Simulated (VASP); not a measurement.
Set up this calculation in VASP 6.6.1, as the native input.

| Quantity | Value |
| --- | --- |
| Task | relaxation of cell and atoms |
| Functional | PBE |
| Potentials or basis | VASP PAW PBE potentials, release 64 (Sb, P) |
| Cutoff | 600 eV |
| k mesh | 6 × 6 × 4 |
| Occupations | gaussian, width 0.1 eV |
| Spin | no spin polarisation |
| Dipole correction | no |
| Further INCAR settings | ALGO = Normal; EDIFF = 1e-06; IBRION = 2; EDIFFG = -0.04; NSW = 90; ISIF = 3 |

The structure of SbP3 lies in POSCAR:

```
SbP3
1.0
    4.9027609835      0.0000000000      0.0000000000
   -2.4513804918      4.2459155604      0.0000000000
    0.0000000000      0.0000000000      4.7255239314
Sb P
1 3
Direct
    0.3333333333      0.6666666667      0.2500000000
    0.2500000000      0.3676593332      0.6134454346
    0.1176593332      0.7500000000      0.6134454346
    0.6323406668      0.8823406668      0.6134454346
```

The cell was generated, and may not be a known phase.

One way to write it, as run:

INCAR

```
  ALGO = Normal
  EDIFF = 1E-6
  EDIFFG = -0.04
  ENCUT = 600
  GGA = PE
  IBRION = 2
  ISIF = 3
  ISMEAR = 0
  LASPH = True
  LCHARG = False
  LREAL = False
  LWAVE = False
  NELM = 100
  NSW = 90
  PREC = Accurate
  SIGMA = 0.1
```

KPOINTS

```
k-points
0
Gamma
  6 6 4
```

Potentials or basis: VASP PAW PBE potentials, release 64 (Sb, P).

Launch:

```bash
$ cat potpaw_PBE.64/Sb/POTCAR potpaw_PBE.64/P/POTCAR > POTCAR
$ mpirun -np 1 vasp_std > vasp.out
```

It gave:

| Quantity | Value |
| --- | --- |
| Relaxed volume | 45.66 Å³/atom |
| Relaxed cell | a = 6.040 Å, b = 6.040 Å, c = 5.781 Å, α = 90.00°, β = 90.00°, γ = 120.00° |
| Space group after relaxing (to 0.1 Å) | P3 (No. 143) |
| Energy gained by relaxing | 1048.5 meV/atom |
| Ionic steps | 40 |
| Pressure after relaxing | -0.1 GPa |
| Largest force after relaxing | 0.039 eV/Å |
| Band gap on the k mesh | 2.47 eV (least direct gap 2.52 eV) |

Caveat: the volume moved by over 15 % at a fixed basis, so the end points are rough; spin-orbit coupling is left out, which moves the levels of the heavy elements; this functional lacks dispersion, which binds layers or chains, so the pressure and a relaxed spacing across them are unreliable.

Run time: 22 min on 1 thread of Oxide Virtual Turin-like Processor, with other jobs on the host, peak memory 0.24 GiB.
